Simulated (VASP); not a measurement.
Input of a VASP 6.6.1 run:

Contents of INCAR:

```
ALGO = Normal ; EDIFF = 1E-8
ENCUT = 520 ; GGA = PE
ISIF = 2 ; ISMEAR = -1
LASPH = T ; LCHARG = F
LEFG = T ; LREAL = F
LWAVE = F ; NBANDS = 16
NELM = 100 ; PREC = Accurate
SIGMA = 0.05
```

KPOINTS

```
k-points
0
Gamma
  16 16 16
```

The input POSCAR:

```
CuO
1.0
    0.0000000000      2.3296556555      2.2618016073
    2.3296556555      0.0000000000      2.2618016073
    2.3296556555      2.3296556555      0.0000000000
Cu O
1 1
Direct
    0.0000000000      0.0000000000      0.0000000000
    0.2500000000      0.2500000000      0.2500000000
```

Potentials or basis: VASP PAW PBE potentials, release 64 (Cu, O).

The run is started by

```bash
$ cat potpaw_PBE.64/Cu/POTCAR potpaw_PBE.64/O/POTCAR > POTCAR
$ mpirun -np 1 vasp_std > vasp.out
```

Task: Predict the pressure.

Result: -6.6 GPa.

Stress tensor (GPa, compression positive):
```
-6.84  0.00  0.00
 0.00 -6.84  0.00
 0.00  0.00 -6.10
```

Caveat: the cell differs from its parent crystal (x and y stretched by +3 %, z held); without QUAD_EFG the Cq values of the log hold for a quadrupole moment of 1 mb, not for the nuclei; an odd number of electrons without spin polarisation forces a metal; a magnetic or distorted state may lie lower.
